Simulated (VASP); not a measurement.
# CaO in VASP: further runs

Runs on CaO. Level: LDA. Tasks: relaxation of the atoms, single point.

Everything below comes from runs of VASP 6.6.1. Logs are shortened: lines on timing, memory, paths and dates and some standing lists are left out, and cuts for length are marked.

### 1 The cell of the first run

It takes space group R-3m (No. 166, trigonal). The conventional cell has a = 3.321 Å, b = 3.321 Å, c = 8.195 Å, α = 90.00°, β = 90.00°, γ = 120.00°. Within 3.1 Å of Ca (site symmetry -3m) lie 6 O at 2.35 Å. O (site symmetry -3m) has 6 Ca at 2.35 Å within 3.1 Å.

### 2 Relaxation of the atoms, LDA (equal xy, yz and zx engineering shears of +0.5 %)

Input file INCAR:

```
PREC = Accurate
ENCUT = 520
EDIFF = 1E-6
ISMEAR = 0
SIGMA = 0.01
LREAL = F
LASPH = T
NELM = 100
ALGO = Normal
ISIF = 2
LWAVE = F
LCHARG = F
GGA = CA
IBRION = 2
NSW = 50
EDIFFG = -0.002
```

Input file KPOINTS:

```
regular mesh
0
Gamma
  8 8 8
```

Input file POSCAR:

```
CaO
1.0
    0.0117697490      2.3598346854      2.3598346854
    2.3598346854      0.0117697490      2.3598346854
    2.3598346854      2.3598346854      0.0117697490
Ca O
1 1
Direct
    0.0000000000      0.0000000000      0.0000000000
    0.5000000000      0.5000000000      0.5000000000
```

Potentials or basis: VASP PAW LDA potentials, release 64 (Ca_sv, O).

On the command line:

```
$ cat potpaw_LDA.64/Ca_sv/POTCAR potpaw_LDA.64/O/POTCAR > POTCAR
$ mpirun -np 1 vasp_std > vasp.out
```

OUTCAR:

```text
PREC = Accurate
   ENCUT = 520
   EDIFF = 1E-6
   ISMEAR = 0
   LREAL = F
   LASPH = T
   NELM = 100
   ISIF = 2
   GGA = CA
   IBRION = 2
   NSW = 50
   EDIFFG = -0.002

 ion  position               nearest neighbor table
   1  0.000  0.000  0.000-   2 2.35   2 2.35   2 2.35   2 2.35   2 2.35   2 2.35
   2  0.500  0.500  0.500-   1 2.35   1 2.35   1 2.35   1 2.35   1 2.35   1 2.35

  LATTYP: Found a trigonal (rhomboedric) cell.
 ALAT       =     3.3373309713
 COS(alpha) =     0.5049812503

  Lattice vectors:

 A1 = (   0.0117697490,   2.3598346854,   2.3598346854)
 A2 = (   2.3598346854,   0.0117697490,   2.3598346854)
 A3 = (   2.3598346854,   2.3598346854,   0.0117697490)

Analysis of symmetry for initial positions (statically):
=====================================================================
 Subroutine PRICEL returns:
 Original cell was already a primitive cell.

 Routine SETGRP: Setting up the symmetry group for a
 trigonal (rhombohedral) supercell.

 Subroutine GETGRP returns: Found 12 space group operations
 (whereof 12 operations were pure point group operations)
 out of a pool of 12 trial point group operations.

The static configuration has the point symmetry D_3d.

Analysis of symmetry for dynamics (positions and initial velocities):
=====================================================================
 Subroutine PRICEL returns:
 Original cell was already a primitive cell.

 Routine SETGRP: Setting up the symmetry group for a
 trigonal (rhombohedral) supercell.

 Subroutine GETGRP returns: Found 12 space group operations
 (whereof 12 operations were pure point group operations)
 out of a pool of 12 trial point group operations.

The dynamic configuration has the point symmetry D_3d.

 Subroutine INISYM returns: Found 12 space group operations
 (whereof 12 operations are pure point group operations),
 and found     1 'primitive' translations

----------------------------------------------------------------------------------------

                                     Primitive cell

  volume of cell :      26.0864

  direct lattice vectors                    reciprocal lattice vectors
     0.011769749  2.359834685  2.359834685    -0.213471005  0.212411595  0.212411595
     2.359834685  0.011769749  2.359834685     0.212411595 -0.213471005  0.212411595
     2.359834685  2.359834685  0.011769749     0.212411595  0.212411595 -0.213471005

  length of vectors
     3.337330971  3.337330971  3.337330971     0.368520341  0.368520341  0.368520341

  position of ions in fractional coordinates (direct lattice)
     0.000000000  0.000000000  0.000000000
[... 86 lines left out ...]
   POTIM  = 0.5000    time-step for ionic-motion
   TEBEG  =    0.0;   TEEND  =   0.0 temperature during run
   PSTRESS=    0.0 pullay stress
   NELECT =      16.0000    total number of electrons
   NUPDOWN=      -1.0000    fix difference up-down
   EMIN   =  10.00;   EMAX   =-10.00  energy-range for DOS
   EFERMI =   0.00;   METHOD = LEGACY
   ISMEAR =     0;   SIGMA  =   0.01  broadening in eV -4-tet -1-fermi 0-gaus
   EFERMI_NEDOS =   21; number of points for ismear=-14 and -15
   IALGO  =     38    algorithm
   IMIX   =      4    mixing-type and parameters
     AMIX     =   0.40;   BMIX     =  1.00
     AMIX_MAG =   1.60;   BMIX_MAG =  1.00
  volume/ion in A,a.u.               =      13.04        88.02
  Fermi-wavevector in a.u.,A,eV,Ry     =   1.390946  2.628507 26.323618  1.934731
  Thomas-Fermi vector in A             =   2.514832
   LORBIT       =      0    0 simple, 1 ext, 2 COOP (PROOUT), +10 PAW based schemes
   GGA     = CA    functional components
   LHFCALC =     F    Hartree Fock is set to
   AEXX    =    0.0000 exact exchange contribution
   IVDW    =     0    specifies the selected vdW correction
   LEPSILON=     F    determine dielectric tensor
   LRPA    =     F    only Hartree local field effects (RPA)
 conjugate gradient relaxation of ions
 non-spin polarized calculation
 Gauss-broadening in eV      SIGMA  =   0.01
  energy-cutoff  :      520.00
  volume of cell :       26.09
 maximum number of plane-waves:       725
 NGX is ok and might be reduce to    28
   NGX = 13   NGY = 13   NGZ = 13

 number of electron      15.9999999 magnetization

 Free energy of the ion-electron system (eV)
  ---------------------------------------------------
  ext. energy  EPLUGINS =         0.00000000
  ---------------------------------------------------
  free energy    TOTEN  =       -14.21986444 eV

  energy without entropy =      -14.21986444  energy(sigma->0) =      -14.21986444

 E-fermi :   2.5541     XC(G=0): -11.3379

 val. band max:        2.3956345984   @ k =   0.0000   0.0000   0.0000
 cond. band min:       5.8052424466   @ k =   0.5000   0.5000  -0.0000
 fundamental gap:      3.4096078483
 Fermi energy:         2.5540597578

 k-point     1 :       0.0000    0.0000    0.0000
  band No.  band energies     occupation
      1     -34.4375      2.00000
      2     -15.4322      2.00000
      3     -15.4287      2.00000
      4     -15.4287      2.00000
      5     -12.9439      2.00000
      6       2.3702      2.00000
      7       2.3956      2.00000
      8       2.3956      2.00000
      9       7.4677      0.00000
     10       8.5807      0.00000
     11       8.6617      0.00000
     12       8.6617      0.00000
[... 331 lines left out ...]
 k-point    24 :       0.3750    0.1250    0.1250
  band No.  band energies     occupation
      1     -34.3332      2.00000
      2     -16.4505      2.00000
      3     -15.5939      2.00000
      4     -15.4575      2.00000
      5     -11.8607      2.00000
      6       0.3367      2.00000
      7       1.3107      2.00000
      8       1.6511      2.00000
      9       8.6370      0.00000
     10       9.8699      0.00000
     11       9.9435      0.00000
     12      10.6880      0.00000

 [... further k-points ...]
[... 5 lines left out ...]
  --------------------------------------------------------------------------------------
  -------------------------------------------------------------------------------------
  Total        0.1570508      0.1570508      0.1570508     -0.0652162     -0.0652162     -0.0652162
  in kB        9.6457797      9.6457797      9.6457797     -4.0054625     -4.0054625     -4.0054625
  external PRESSURE =       9.6457797 kB  Pullay stress =       0.0000000 kB

 VOLUME and BASIS-vectors are now :
 -----------------------------------------------------------------------------
  energy-cutoff  :      520.00
  volume of cell :       26.09
      direct lattice vectors                 reciprocal lattice vectors
     0.011769749  2.359834685  2.359834685    -0.213471005  0.212411595  0.212411595
     2.359834685  0.011769749  2.359834685     0.212411595 -0.213471005  0.212411595
     2.359834685  2.359834685  0.011769749     0.212411595  0.212411595 -0.213471005

 POSITION                                       TOTAL-FORCE (eV/Angst)
 -----------------------------------------------------------------------------------
      0.00000      0.00000      0.00000        -0.000000      0.000000      0.000000
      2.36572      2.36572      2.36572         0.000000     -0.000000     -0.000000
 -----------------------------------------------------------------------------------
    total drift:                                0.000000      0.000000      0.000000

  FREE ENERGIE OF THE ION-ELECTRON SYSTEM (eV)
  ---------------------------------------------------
  free  energy   TOTEN  =       -14.2198644366 eV

  energy  without entropy=      -14.2198644366  energy(sigma->0) =      -14.21986444

 reached required accuracy - stopping structural energy minimisation
```

CONTCAR:

```text
CaO
   1.00000000000000
     0.0117697490000000    2.3598346854000001    2.3598346854000001
     2.3598346854000001    0.0117697490000000    2.3598346854000001
     2.3598346854000001    2.3598346854000001    0.0117697490000000
  Ca              O
     1     1
Direct
     0.0000000000000000    0.0000000000000000    0.0000000000000000
     0.5000000000000000    0.5000000000000000    0.5000000000000000

  0.00000000E+00  0.00000000E+00  0.00000000E+00
  0.00000000E+00  0.00000000E+00  0.00000000E+00
```

It took 10 s on 1 thread of Intel Xeon 6975P-C (Granite Rapids), shared host; peak memory 0.15 GiB.

What came out:

```yaml
Free_energy: -14.2199 eV
Pressure_after_relaxing: 1.0 GPa
Band_gap_on_the_k_mesh: 3.41 eV, indirect (least direct gap 3.76 eV)
```

Final structure:
```
Ca O
1.0
     0.01177    2.35983    2.35983
     2.35983    0.01177    2.35983
     2.35983    2.35983    0.01177
Ca O
1 1
Cartesian
  0.0000 0.0000 0.0000
  2.3657 2.3657 2.3657
```

Levels at points of the mesh, in eV from the valence-band top:
```
           k point  band 6  band 7  band 8  band 9  band 10  band 11
(0.00, 0.00, 0.00)   -0.03    0.00    0.00    5.07     6.19     6.27
(0.50, 0.00, 0.00)   -2.87   -1.40   -1.36    7.24     8.61     8.68
(0.50, 0.50, 0.00)   -1.28   -0.38   -0.35    3.41     8.48     9.22
(0.50, 0.50, 0.50)   -2.87   -1.34   -1.34    7.22     8.60     8.60
```

Caveat: the cell differs from its parent crystal (equal xy, yz and zx engineering shears of +0.5 %); the relaxation stopped at its first step, so nothing moved. A k mesh can miss the band edges.

### 3 Single point, LDA

Input file INCAR:

```
SYSTEM = CaO
PREC = Accurate
ENCUT = 910
EDIFF = 1E-6
ISMEAR = 0
SIGMA = 0.01
LREAL = .FALSE.
LASPH = .TRUE.
NELM = 120
ALGO = Normal
ISIF = 2
LWAVE = .FALSE.
LCHARG = .TRUE.
LELF = .TRUE.
LVHAR = .TRUE.
NBANDS = 15
GGA_COMPAT = .FALSE.
```

Input file KPOINTS:

```
Automatic mesh
0
G
  8 8 8
  0 0 0
```

Input file POSCAR:

```
CaO
1.0
    0.0000000000      2.3539498109      2.3539498109
    2.3539498109      0.0000000000      2.3539498109
    2.3539498109      2.3539498109      0.0000000000
Ca O
1 1
Direct
    0.0000000000      0.0000000000      0.0000000000
    0.5000000000      0.5000000000      0.5000000000
```

Potentials or basis: VASP PAW LDA potentials, release 64 (Ca_sv, O_h).

On the command line:

```
$ cat potpaw_LDA.64/Ca_sv/POTCAR potpaw_LDA.64/O_h/POTCAR > POTCAR
$ mpirun -np 1 vasp_std > vasp.out
```

It took 10 s on 1 thread of Intel Xeon 6975P-C (Granite Rapids), shared host; peak memory 0.19 GiB.

It converged, with:

| Item | Value |
| --- | --- |
| Free energy | -14.2276 eV |
| Pressure | 0.8 GPa |
| Band gap on the k mesh | 3.42 eV, indirect (least direct gap 3.78 eV) |

Levels at points of the mesh, in eV from the valence-band top:
```
           k point  band 6  band 7  band 8  band 9  band 10  band 11
(0.00, 0.00, 0.00)    0.00    0.00    0.00    5.08     6.25     6.25
(0.50, 0.00, 0.00)   -2.86   -1.36   -1.36    7.25     8.64     8.64
(0.50, 0.50, 0.00)   -1.27   -0.36   -0.36    3.42     8.49     9.23
```

Caveat: the cutoff is under 1.25 times the usual one of these potentials, so pressure, stress and relaxed cells hold a basis-set (Pulay) error. A k mesh can miss the band edges.

### 4 Single point, LDA

This run uses another cell than the first one, of 13.24 Å³/atom, 1.015 times its volume.

Input file INCAR:

```
PREC = Accurate
ENCUT = 910
EDIFF = 1E-6
ISMEAR = 0
SIGMA = 0.01
LREAL = F
LASPH = T
NELM = 120
ALGO = Normal
ISIF = 2
LWAVE = F
LCHARG = T
GGA = CA
LELF = T
LVHAR = T
NBANDS = 15
GGA_COMPAT = F
```

Input file KPOINTS:

```
Automatic mesh
0
Gamma
  8 8 8
```

Input file POSCAR:

```
CaO
1.0
    0.0000000000      2.3657195599      2.3657195599
    2.3657195599      0.0000000000      2.3657195599
    2.3657195599      2.3657195599      0.0000000000
Ca O
1 1
Direct
    0.0000000000      0.0000000000      0.0000000000
    0.5000000000      0.5000000000      0.5000000000
```

On the command line:

```
$ cat potpaw_LDA.64/Ca_sv/POTCAR potpaw_LDA.64/O_h/POTCAR > POTCAR
$ mpirun -np 1 vasp_std > vasp.out
```

It took 19 s on 1 thread of Intel Xeon 6975P-C (Granite Rapids), shared host; peak memory 0.18 GiB.

The run converged. Its results:

* Free energy: -14.2279 eV
* Pressure: -1.1 GPa
* Band gap on the k mesh: 3.43 eV, indirect (least direct gap 3.80 eV)

Levels at points of the mesh, in eV from the valence-band top:
```tsv
k point	band 4	band 5	band 6	band 7	band 8	band 9	band 10	band 11	band 12	band 13
(0.00, 0.00, 0.00)	-17.88	-15.30	0.00	0.00	0.00	4.96	6.22	6.22	6.22	7.87
(0.50, 0.00, 0.00)	-17.95	-13.83	-2.82	-1.33	-1.33	7.18	8.56	8.56	8.68	10.83
(0.50, 0.50, 0.00)	-18.17	-15.05	-1.28	-0.36	-0.36	3.43	8.38	9.15	9.86	9.86
```

Caveat: the cutoff is under 1.25 times the usual one of these potentials, so pressure, stress and relaxed cells hold a basis-set (Pulay) error.

### 5 Summary

```csv
task,potentials or basis,cell,cutoff (eV),second run,gap on the mesh (eV),pressure (GPa)
relaxation of the atoms,"VASP PAW LDA potentials, release 64 (Ca_sv, O)","atoms relaxed from a = 3.337 Å, angles 59.7°, 2 atoms",520,-,3.41,1.0
single point,"VASP PAW LDA potentials, release 64 (Ca_sv, O_h)","a = 3.329 Å, angles 60.0°, 2 atoms",910,hard_potentials,3.42,0.8
single point,"VASP PAW LDA potentials, release 64 (Ca_sv, O_h)","a = 3.346 Å, angles 60.0°, 2 atoms",910,hard_potentials,3.43,-1.1
```

Alike in all rows: level LDA; no spin polarisation; k mesh 8 × 8 × 8; smearing gaussian 0.01 eV.

Caveats: the cutoff is under 1.25 times the usual one of these potentials, so pressure, stress and relaxed cells hold a basis-set (Pulay) error (some runs); the relaxation stopped at its first step, so nothing moved (some runs).

Absolute energies hang on the potentials; compare differences alone.
